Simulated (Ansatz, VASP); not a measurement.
## Cu in VASP and in Ansatz

```xyz
1
Lattice="0.0000 1.7831 1.7831 1.7831 0.0000 1.7831 1.7831 1.7831 0.0000" Properties=species:S:1:pos:R:3 pbc="T T T"
Cu    0.0000    0.0000    0.0000
```

Change from the starting cell: volume scaled by 0.96, PAW files.

Alike in both runs: task electric field gradients; functional PBE; k mesh 19 × 19 × 19; occupations fermi-dirac, width 0.08 eV; no spin polarisation.

```csv
,VASP,Ansatz
version,VASP 6.6.1,Ansatz 0.2.0
potentials or method,"VASP PAW PBE potentials, release 64 (Cu)","PAW with Ansatz's default frozen-core files, scalar-relativistic"
plane-wave cutoff (eV),520,420
valence electrons in the cell,11,19
```

```tsv
	VASP	Ansatz	Ansatz less VASP
pressure (GPa)	9.0	8.5	-0.53
```

The functional is the same, so the differences come from potentials, cutoffs and numerics. VASP's potentials hold 11 valence electrons a cell and Ansatz's 19, so a difference there can come from the potentials and not from the codes.
